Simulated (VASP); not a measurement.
Wanted: the native input for a VASP 6.6.1 run.

- Task: single point
- Functional: PBE
- Potentials or basis: VASP PAW PBE potentials, release 64 (Fe, O)
- Cutoff: 520 eV
- k mesh: 18 × 18 × 18
- Occupations: gaussian, width 0.1 eV
- Spin: collinear spin, ferromagnetic start
- Starting moments: [3.79, 0.35] μB
- Dipole correction: no
- Further INCAR settings: ALGO = Fast; EDIFF = 1e-06; NBANDS = 18

The structure of FeO lies in POSCAR:

```
FeO
1.0
    1.5531103315      0.8966886680      2.5368009404
   -1.5531103315      0.8966886680      2.5368009404
    0.0000000000     -1.7933773359      2.5368009404
Fe O
1 1
Direct
    0.0000000000      0.0000000000      0.0000000000
    0.5000000000      0.5000000000      0.5000000000
```

These files were run (other wordings do the same):

INCAR

```
PREC     = Accurate       # precision mode
ENCUT    = 520            # plane-wave cutoff, eV
EDIFF    = 1E-6           # SCF threshold, eV
ISMEAR   = 0              # smearing method
SIGMA    = 0.1            # smearing width, eV
LREAL    = F              # projectors in reciprocal space
LASPH    = T              # aspherical terms in the spheres
NELM     = 150            # most SCF steps
ALGO     = Fast           # electronic algorithm
ISIF     = 2              # what is computed and relaxed
LWAVE    = F              # write WAVECAR
LCHARG   = F              # write CHGCAR
ISPIN    = 2              # spin polarisation
MAGMOM   = 3.79 0.35      # initial moments
LORBIT   = 11             # projections on sites
LMAXMIX  = 4              # l up to which the mixer works
GGA      = PE             # functional
NBANDS   = 18             # bands
```

KPOINTS

```
Automatic mesh
0
Gamma
  18 18 18
```

Potentials or basis: VASP PAW PBE potentials, release 64 (Fe, O).

The run is started by

```sh
$ cat potpaw_PBE.64/Fe/POTCAR potpaw_PBE.64/O/POTCAR > POTCAR
$ mpirun -np 1 vasp_std > vasp.out
```

It gave:

```yaml
Pressure: -9.5 GPa
Band_gap_on_the_k_mesh: zero (filled and empty bands overlap)
Net_moment: 4.00 μB per cell
Site_moments: Fe +3.63; O +0.29 μB
Valence_electrons_inside_the_program's_atomic_spheres: Fe 6.64; O 4.96
```

Caveat: the cell stands under tension; a cell with one magnetic atom can't hold antiferromagnetic order, which such compounds often take; semilocal functionals often make such compounds metallic where correlation or magnetic order opens a gap, which also shifts bond lengths.

Run time: 12 min on 1 thread of Oxide Virtual Turin-like Processor, with other jobs on the host, peak memory 0.39 GiB.
